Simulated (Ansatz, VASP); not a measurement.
## One calculation of Bi, two programs

The input INCAR:

```
ALGO = Normal
EDIFF = 1E-6
ENCUT = 520
GGA = CA
ISIF = 2
ISMEAR = -1
LASPH = T
LCHARG = F
LREAL = F
LWAVE = F
NBANDS = 22
NELM = 80
PREC = Accurate
SIGMA = 0.05
```

KPOINTS

```
k-points
0
Gamma
  7 7 7
```

Contents of POSCAR:

```
Bi
1.0
    2.2522814206      1.3003552845      3.9115696734
   -2.2522814206      1.3003552845      3.9115696734
    0.0000000000     -2.6007105690      3.9115696734
Bi
2
Direct
    0.7660000000      0.7660000000      0.7660000000
    0.2340000000      0.2340000000      0.2340000000
```

File input.yaml:

```yaml
crystal:
  lattice:
    - [2.2522814206, 1.3003552845, 3.9115696734]
    - [-2.2522814206, 1.3003552845, 3.9115696734]
    - [0.0, -2.600710569, 3.9115696734]
  atoms:
    - { symbol: Bi, position: [0.766, 0.766, 0.766] }
    - { symbol: Bi, position: [0.234, 0.234, 0.234] }
hamiltonian:
  xc: lda
  pseudopotentials: { kind: paw }
kpoints:
  mp_grid: { grid: [7, 7, 7] }
scf:
  occupations: { method: fermi_dirac, width: 0.05 }
output:
  forces: true
  stress: true
  eigenvalues: true
  write_density: true
  write_potential: true
  elf: true
  volumetric_format: npy
```

Alike in both runs: task single point; functional LDA; k mesh 7 × 7 × 7; occupations fermi-dirac, width 0.05 eV; no spin polarisation.

|  | VASP | Ansatz |
| --- | --- | --- |
| version | VASP 6.6.1 | Ansatz 0.2.0 |
| potentials or method | VASP PAW LDA potentials, release 64 (Bi_d) | Ansatz PAW |
| plane-wave cutoff (eV) | 520 | 420 |
| valence electrons in the cell | 30 | 30 |

|  | VASP | Ansatz | Ansatz less VASP |
| --- | --- | --- | --- |
| gap on the k mesh at the Fermi level (eV) | 0.28 | 0.28 | -0.005 |
| least direct gap on the mesh (eV) | 0.54 | 0.54 | -0.004 |
| pressure (GPa) | -0.5 | -0.6 | -0.09 |
| traceless stress, the component that is largest in VASP (GPa) | -0.23 | -0.21 | +0.025 |
| rms of the force components (eV/Å) | 0.093 | 0.080 | -0.0136 |

LDA's correlation is that of Perdew and Zunger in VASP and of Perdew and Wang (1992) in Ansatz. Atom by atom the forces differ by 0.014 eV/Å (rms over components).

Spin-orbit coupling is off throughout. Noted on Ansatz's run: odd divisions of the mesh miss points on the zone boundary, where band edges often lie, so the gap on the mesh can be too wide.
